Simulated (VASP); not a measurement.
Runs of VASP 6.6.1 on SiC. The structure is that of space group F-43m (No. 216), or close to it. The cells are those of the table. 

| level | cell | smearing | gap on the mesh (eV) | pressure (GPa) | largest force (eV/Å) |
| --- | --- | --- | --- | --- | --- |
| PBE | a = 2.962 Å, angles 62.7°, 2 atoms | fermi-dirac 0.02 eV | 0.77 | (b) | 0.07 |
| r2SCAN | a = 3.082, b = 3.082, c = 3.092 Å, angles 59.9, 59.9, 60.2°, 2 atoms | gaussian 0.01 eV | 1.66 | (c) | - |
| PBE | a = 3.082, b = 3.082, c = 3.092 Å, angles 59.9, 59.9, 60.2°, 2 atoms | fermi-dirac 0.02 eV | 1.30 | 2.4 | - |
| r2SCAN | a = 2.962 Å, angles 62.7°, 2 atoms | gaussian 0.01 eV | (a) | 15.4 | 0.01 |

Alike in all rows: task single point; potentials or basis VASP PAW PBE potentials, release 64 (Si, C); no spin polarisation; k mesh 10 × 10 × 10; cutoff (eV) 520.

Problem. Fill in the values left out.

Solution. (a) 1.13; (b) 19.0; (c) -1.3.

Caveats: the PAW data sets were made with another functional, which shifts forces and pressure a little (some runs).

A k mesh can miss the band edges.
